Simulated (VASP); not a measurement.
# GdO (F-43m) in VASP: further runs

The runs below take GdO through single point, with PBEsol, LDA.

Program: VASP 6.6.1. These are calculated values, not measurements. Logs are shortened: lines on timing, memory, paths and dates and some standing lists are left out, and cuts for length are marked.

### 1 The cell of the first run

Symmetry: F-43m, No. 216, cubic system. The conventional cell has a = 5.471 Å, b = 5.471 Å, c = 5.471 Å, α = 90.00°, β = 90.00°, γ = 90.00°. Gd (site symmetry -43m) has 4 O at 2.37 Å within 3.1 Å. Within 3.1 Å of O (site symmetry -43m) lie 4 Gd at 2.37 Å.

### 2 Single point, PBEsol, collinear spin, ferromagnetic start (20.47 Å³/atom)

INCAR reads:

```
PREC = Accurate ; ENCUT = 520
EDIFF = 1E-6 ; ISMEAR = -1
SIGMA = 0.05 ; LREAL = F
LASPH = T ; NELM = 150
ALGO = Normal ; ISIF = 2
LWAVE = F ; LCHARG = F
ISPIN = 2 ; MAGMOM = 7 0
LORBIT = 11 ; LMAXMIX = 6
GGA = PS ; NBANDS = 23
```

KPOINTS reads:

```
Automatic mesh
0
Gamma
  9 9 9
```

POSCAR reads:

```
GdO
1.0
    0.0000000000      2.7355303903      2.7355303903
    2.7355303903      0.0000000000      2.7355303903
    2.7355303903      2.7355303903      0.0000000000
Gd O
1 1
Direct
    0.0000000000      0.0000000000      0.0000000000
    0.7500000000      0.7500000000      0.7500000000
```

Potentials or basis: VASP PAW PBE potentials, release 64 (Gd, O).

Started as:

```console
$ cat potpaw_PBE.64/Gd/POTCAR potpaw_PBE.64/O/POTCAR > POTCAR
$ mpirun -np 1 vasp_std > vasp.out
```

OUTCAR:

```text
PREC = Accurate
   ENCUT = 520
   EDIFF = 1E-6
   ISMEAR = -1
   LREAL = F
   LASPH = T
   NELM = 150
   ISIF = 2
   ISPIN = 2
   LORBIT = 11
   GGA = PS

 ion  position               nearest neighbor table
   1  0.000  0.000  0.000-   2 2.37   2 2.37   2 2.37   2 2.37
   2  0.750  0.750  0.750-   1 2.37   1 2.37   1 2.37   1 2.37

  LATTYP: Found a face centered cubic cell.
 ALAT       =     5.4710607806

  Lattice vectors:

 A1 = (   0.0000000000,   2.7355303903,   2.7355303903)
 A2 = (   2.7355303903,   0.0000000000,   2.7355303903)
 A3 = (   2.7355303903,   2.7355303903,   0.0000000000)

Analysis of symmetry for initial positions (statically):
=====================================================================
 Subroutine PRICEL returns:
 Original cell was already a primitive cell.

 Routine SETGRP: Setting up the symmetry group for a
 face centered cubic supercell.

 Subroutine GETGRP returns: Found 24 space group operations
 (whereof 24 operations were pure point group operations)
 out of a pool of 48 trial point group operations.

The static configuration has the point symmetry T_d .

Analysis of symmetry for dynamics (positions and initial velocities):
=====================================================================
 Subroutine PRICEL returns:
 Original cell was already a primitive cell.

 Routine SETGRP: Setting up the symmetry group for a
 face centered cubic supercell.

 Subroutine GETGRP returns: Found 24 space group operations
 (whereof 24 operations were pure point group operations)
 out of a pool of 48 trial point group operations.

The dynamic configuration has the point symmetry T_d .

Analysis of structural, dynamic, and magnetic symmetry:
=====================================================================
 Subroutine PRICEL returns:
 Original cell was already a primitive cell.

 Routine SETGRP: Setting up the symmetry group for a
 face centered cubic supercell.

 Subroutine GETGRP returns: Found 24 space group operations
 (whereof 24 operations were pure point group operations)
 out of a pool of 48 trial point group operations.

The overall configuration has the point symmetry T_d .

 Subroutine INISYM returns: Found 24 space group operations
 (whereof 24 operations are pure point group operations),
 and found     1 'primitive' translations

----------------------------------------------------------------------------------------

                                     Primitive cell

  volume of cell :      40.9406

  direct lattice vectors                    reciprocal lattice vectors
     0.000000000  2.735530390  2.735530390    -0.182779911  0.182779911  0.182779911
     2.735530390  0.000000000  2.735530390     0.182779911 -0.182779911  0.182779911
     2.735530390  2.735530390  0.000000000     0.182779911  0.182779911 -0.182779911

  length of vectors
     3.868624178  3.868624178  3.868624178     0.316584092  0.316584092  0.316584092

  position of ions in fractional coordinates (direct lattice)
     0.000000000  0.000000000  0.000000000
     0.750000000  0.750000000  0.750000000

  ion indices of the primitive-cell ions
   primitive index   ion index
                 1           1
                 2           2

----------------------------------------------------------------------------------------

 KPOINTS: Automatic mesh

Automatic generation of k-mesh.
 Grid dimensions read from file:
 generate k-points for:    9    9    9

 Generating k-lattice:

  Cartesian coordinates                     Fractional coordinates (reciprocal lattice)
    -0.020308879  0.020308879  0.020308879     0.111111111  0.000000000  0.000000000
     0.020308879 -0.020308879  0.020308879     0.000000000  0.111111111  0.000000000
     0.020308879  0.020308879 -0.020308879     0.000000000  0.000000000  0.111111111

  Length of vectors
     0.035176010  0.035176010  0.035176010

  Shift w.r.t. Gamma in fractional coordinates (k-lattice)
     0.000000000  0.000000000  0.000000000

 Subroutine IBZKPT returns following result:
 ===========================================

 Found     35 irreducible k-points:

 Following reciprocal coordinates:
            Coordinates               Weight
  0.000000  0.000000  0.000000      1.000000
  0.111111  0.000000  0.000000      8.000000
  0.222222  0.000000  0.000000      8.000000
  0.333333  0.000000  0.000000      8.000000
  0.444444  0.000000  0.000000      8.000000
  0.111111  0.111111  0.000000      6.000000
[... 16 lines left out ...]
 -0.333333  0.333333  0.000000     12.000000
  0.444444  0.444444  0.000000      6.000000
 [... further k-points ...]
   k-points           NKPTS =     35   k-points in BZ     NKDIM =     35   number of bands    NBANDS=     23
   number of dos      NEDOS =    301   number of ions     NIONS =      2
   total plane-waves  NPLWV =  27000
   dimension x,y,z NGX =    30 NGY =   30 NGZ =   30
   dimension x,y,z NGXF=    60 NGYF=   60 NGZF=   60
   ions per type =               1   1
   NGX,Y,Z   is equivalent  to a cutoff of  12.89, 12.89, 12.89 a.u.
   NGXF,Y,Z  is equivalent  to a cutoff of  25.78, 25.78, 25.78 a.u.
 SYSTEM =  unknown system
   PREC   = accura    normal or accurate (medium, high low for compatibility)
   ISTART =      0    job   : 0-new  1-cont  2-samecut
   ICHARG =      2    charge: 1-file 2-atom 10-const
   ISPIN  =      2    spin polarized calculation?
   LNONCOLLINEAR =      F non collinear calculations
   LSORBIT =      F    spin-orbit coupling
   LASPH  =      T    aspherical Exc in radial PAW
   ENCUT  =  520.0 eV  38.22 Ry    6.18 a.u.   7.19  7.19  7.19*2*pi/ulx,y,z
   NELM   =    150;   NELMIN=  2; NELMDL= -5     # of ELM steps
   EDIFF  = 0.1E-05   stopping-criterion for ELM
   LREAL  =      F    real-space projection
[... 7 lines left out ...]
   TEBEG  =    0.0;   TEEND  =   0.0 temperature during run
   PSTRESS=    0.0 pullay stress
   NELECT =      24.0000    total number of electrons
   NUPDOWN=      -1.0000    fix difference up-down
   EMIN   =  10.00;   EMAX   =-10.00  energy-range for DOS
   EFERMI =   0.00;   METHOD = LEGACY
   ISMEAR =    -1;   SIGMA  =   0.05  broadening in eV -4-tet -1-fermi 0-gaus
   EFERMI_NEDOS =   21; number of points for ismear=-14 and -15
   IALGO  =     38    algorithm
   IMIX   =      4    mixing-type and parameters
     AMIX     =   0.40;   BMIX     =  1.00
     AMIX_MAG =   1.60;   BMIX_MAG =  1.00
  volume/ion in A,a.u.               =      20.47       138.14
  Fermi-wavevector in a.u.,A,eV,Ry     =   1.370126  2.589162 25.541456  1.877244
  Thomas-Fermi vector in A             =   2.495940
   LORBIT       =     11    0 simple, 1 ext, 2 COOP (PROOUT), +10 PAW based schemes
   GGA     = PS    functional components
   LHFCALC =     F    Hartree Fock is set to
   AEXX    =    0.0000 exact exchange contribution
   IVDW    =     0    specifies the selected vdW correction
   LEPSILON=     F    determine dielectric tensor
   LRPA    =     F    only Hartree local field effects (RPA)
 spin polarized calculation
  energy-cutoff  :      520.00
  volume of cell :       40.94
 maximum number of plane-waves:      1118
 NGX is ok and might be reduce to    30
   NGX = 15   NGY = 15   NGZ = 15

 number of electron      23.9999987 magnetization       7.5141146

 Free energy of the ion-electron system (eV)
  ---------------------------------------------------
  ext. energy  EPLUGINS =         0.00000000
  ---------------------------------------------------
  free energy    TOTEN  =       -22.63821706 eV

  energy without entropy =      -22.62001128  energy(sigma->0) =      -22.62911417

 E-fermi :   3.6797     XC(G=0): -10.1079

 val. band max:        3.6755292652   @ k =   0.3333   0.2222   0.0000
 cond. band min:       3.6954329750   @ k =   0.3333   0.1111   0.0000
 fundamental gap:      0.0199037098
 Fermi energy:         3.6797116317

 spin component 1

 k-point     1 :       0.0000    0.0000    0.0000
  band No.  band energies     occupation
      1     -41.8276      1.00000
      2     -19.1179      1.00000
      3     -19.1179      1.00000
      4     -19.1178      1.00000
      5     -15.4921      1.00000
      6      -2.0680      1.00000
[... 15 lines left out ...]
     22      14.6995      0.00000
     23      14.8293      0.00000

 k-point     2 :       0.1111    0.0000    0.0000
  band No.  band energies     occupation
      1     -41.8239      1.00000
      2     -19.2272      1.00000
      3     -19.1260      1.00000
      4     -19.1260      1.00000
      5     -15.3913      1.00000
      6      -2.1390      1.00000
[... 564 lines left out ...]
 k-point    24 :       0.4444    0.4444    0.0000
  band No.  band energies     occupation
      1     -41.7869      1.00000
      2     -19.9491      1.00000
      3     -19.2870      1.00000
      4     -19.2870      1.00000
      5     -14.6272      1.00000
      6      -2.5860      1.00000
[... 15 lines left out ...]
     22      12.5330      0.00000
     23      13.6180      0.00000

 [... further k-points ...]

 spin component 2

 k-point     1 :       0.0000    0.0000    0.0000
  band No.  band energies     occupation
      1     -38.6888      1.00000
      2     -16.7977      1.00000
      3     -16.7977      1.00000
      4     -16.7977      1.00000
      5     -15.4626      1.00000
      6      -1.6971      1.00000
[... 15 lines left out ...]
     22      15.7151      0.00000
     23      15.7161      0.00000

 k-point     2 :       0.1111    0.0000    0.0000
  band No.  band energies     occupation
      1     -38.6838      1.00000
      2     -17.0515      1.00000
      3     -16.8081      1.00000
      4     -16.8081      1.00000
      5     -15.2263      1.00000
      6      -1.7508      1.00000
[... 564 lines left out ...]
 k-point    24 :       0.4444    0.4444    0.0000
  band No.  band energies     occupation
      1     -38.6341      1.00000
      2     -18.2194      1.00000
      3     -17.0144      1.00000
      4     -17.0144      1.00000
      5     -14.0562      1.00000
      6      -2.2309      1.00000
[... 15 lines left out ...]
     22      13.8143      0.00000
     23      14.6901      0.00000

 [... further k-points ...]

------------------------ aborting loop because EDIFF is reached ----------------------------------------

  FORCE on cell =-STRESS in cart. coord.  units (eV):
  Direction    XX          YY          ZZ          XY          YZ          ZX
  --------------------------------------------------------------------------------------
  -------------------------------------------------------------------------------------
  Total       -1.9151309     -1.9151309     -1.9151309     -0.0000000     -0.0000000     -0.0000000
  in kB      -74.9470299    -74.9470299    -74.9470299     -0.0000000     -0.0000000     -0.0000000
  external PRESSURE =     -74.9470299 kB  Pullay stress =       0.0000000 kB

 VOLUME and BASIS-vectors are now :
 -----------------------------------------------------------------------------
  energy-cutoff  :      520.00
  volume of cell :       40.94
      direct lattice vectors                 reciprocal lattice vectors
     0.000000000  2.735530390  2.735530390    -0.182779911  0.182779911  0.182779911
     2.735530390  0.000000000  2.735530390     0.182779911 -0.182779911  0.182779911
     2.735530390  2.735530390  0.000000000     0.182779911  0.182779911 -0.182779911

 POSITION                                       TOTAL-FORCE (eV/Angst)
 -----------------------------------------------------------------------------------
      0.00000      0.00000      0.00000         0.000000      0.000000      0.000000
      4.10330      4.10330      4.10330        -0.000000     -0.000000     -0.000000
 -----------------------------------------------------------------------------------
    total drift:                                0.000000      0.000000     -0.000000

  FREE ENERGIE OF THE ION-ELECTRON SYSTEM (eV)
  ---------------------------------------------------
  free  energy   TOTEN  =       -22.6382170620 eV

  energy  without entropy=      -22.6200112822  energy(sigma->0) =      -22.62911417

 total charge

# of ion       s       p       d       f       tot
--------------------------------------------------
    1        2.029   5.610   0.455   7.078  15.173
    2        1.563   3.391   0.000   0.000   4.953
--------------------------------------------------
tot          3.592   9.001   0.455   7.078  20.126

 magnetization (x)

# of ion       s       p       d       f       tot
--------------------------------------------------
    1        0.002  -0.051   0.172   6.736   6.859
    2        0.002  -0.029   0.000   0.000  -0.027
--------------------------------------------------
tot          0.004  -0.080   0.172   6.736   6.832
```

Wall time 3.9 min (1 thread of Intel Xeon 8259CL, shared host); peak memory 0.23 GiB.

Results:

```yaml
Free_energy: -22.6382 eV
Pressure: -7.5 GPa
Net_moment: 7.51 μB per cell
Site_moments: Gd +6.86; O -0.03 μB
Valence_electrons_inside_the_program's_atomic_spheres: Gd 15.17; O 4.95
```

Levels at points of the mesh, in eV from the Fermi level:
Spin up:
```csv
k point,band 12,band 13,band 14,band 15,band 16,band 17,band 18,band 19,band 20,band 21
"(0.00, 0.00, 0.00)",-4.74,-4.58,-4.58,-4.58,-2.21,2.48,2.48,4.37,4.37,4.37
```
Spin down:
```csv
k point,band 4,band 5,band 6,band 7,band 8,band 9,band 10,band 11,band 12,band 13
"(0.00, 0.00, 0.00)",-20.48,-19.14,-5.38,-5.38,-5.38,-1.48,0.37,0.37,0.37,0.55
```

Caveat: the cell stands under tension; the PAW data sets were made with another functional, which shifts forces and pressure a little; spin-orbit coupling is left out, which moves the levels of the heavy elements; a cell with one magnetic atom can't hold antiferromagnetic order, which such compounds often take; semilocal functionals describe open f shells poorly, which spoils levels, moments and volumes. The state reached can hang on the start; a lower one may exist.

### 3 Single point, LDA, collinear spin, ferromagnetic start

This run uses another cell than the first one, of 18.11 Å³/atom.

INCAR reads:

```
SYSTEM = GdO
  PREC = Accurate
  ENCUT = 520
  EDIFF = 1E-6
  ISMEAR = -1
  SIGMA = 0.05
  LREAL = .FALSE.
  LASPH = .TRUE.
  NELM = 150
  ALGO = Normal
  ISIF = 2
  LWAVE = .FALSE.
  LCHARG = .FALSE.
  ISPIN = 2
  MAGMOM = 7 0
  LORBIT = 11
  LMAXMIX = 6
  GGA = CA
  NBANDS = 23
```

KPOINTS reads:

```
Automatic mesh
0
G
  9 9 9
  0 0 0
```

POSCAR reads:

```
GdO
1.0
    0.0000000000      2.6260060318      2.6260060318
    2.6260060318      0.0000000000      2.6260060318
    2.6260060318      2.6260060318      0.0000000000
Gd O
1 1
Direct
    0.0000000000      0.0000000000      0.0000000000
    0.7500000000      0.7500000000      0.7500000000
```

Potentials or basis: VASP PAW PBE potentials, release 64 (Gd, O).

Started as:

```console
$ cat potpaw_PBE.64/Gd/POTCAR potpaw_PBE.64/O/POTCAR > POTCAR
$ mpirun -np 1 vasp_std > vasp.out
```

Run time: 1.7 min. Hardware: 1 thread of Intel Xeon Platinum 8259CL at 2.50GHz (Skylake/Cascade Lake), shared host; peak memory 0.19 GiB.

Results (log left out):

```yaml
Free_energy: -22.9872 eV
Pressure: 0.6 GPa
Net_moment: 6.86 μB per cell
Site_moments: Gd +6.64; O -0.05 μB
Valence_electrons_inside_the_program's_atomic_spheres: Gd 15.30; O 4.99
```

Levels at points of the mesh, in eV from the Fermi level:
Spin up:
```tsv
k point	band 12	band 13	band 14	band 15	band 16	band 17	band 18	band 19
(0.00, 0.00, 0.00)	-3.93	-3.89	-3.89	-3.89	-1.60	2.83	2.83	5.15
```
Spin down:
```
           k point  band 6  band 7  band 8  band 9  band 10  band 11  band 12  band 13
(0.00, 0.00, 0.00)   -6.11   -6.11   -6.11   -1.95     0.61     0.61     0.61     0.86
```

Caveat: the PAW data sets were made with another functional, which shifts forces and pressure a little; spin-orbit coupling is left out, which moves the levels of the heavy elements; a cell with one magnetic atom can't hold antiferromagnetic order, which such compounds often take; semilocal functionals describe open f shells poorly, which spoils levels, moments and volumes. The state reached can hang on the start; a lower one may exist.
